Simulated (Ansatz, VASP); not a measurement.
**Two plane-wave programs on Ba3Br2**

```
Ba Br
1.0
     4.53117    0.00000    0.00000
    -2.26559    3.92411    0.00000
     0.00000    0.00000   12.29374
Ba Br
3 2
Direct
  0.00000 0.00000 0.00000
  0.33333 0.66667 0.64936
  0.66667 0.33333 0.35064
  0.33333 0.66667 0.16148
  0.66667 0.33333 0.83852
```

Alike in both runs: functional PBE; k mesh 6 × 6 × 2; occupations gaussian, width 0.1 eV; no spin polarisation.

Ansatz relaxed the structure, and its values are those at the end. VASP's run is a single point on that final structure, the one shown.

|  | VASP | Ansatz |
| --- | --- | --- |
| version | VASP 6.6.1 | Ansatz 0.2.0 |
| potentials or method | VASP PAW PBE potentials, release 64 (Ba_sv, Br), cutoff 520 eV | scalar-relativistic, plane waves, PAW |
| valence electrons in the cell | 44 | 44 |

VASP gave:

```
gap on the k mesh at the Fermi level (eV) : none
pressure (GPa)                            : 0.4
rms of the force components (eV/Å)        : 0.025
```

Question: Which values does Ansatz return?

Answer: gap on the k mesh at the Fermi level (eV): none; pressure (GPa): 0.1; rms of the force components (eV/Å): 0.020.

A gap of «none» marks a metal or a gap that the smearing closes.

Spin-orbit coupling is off throughout.
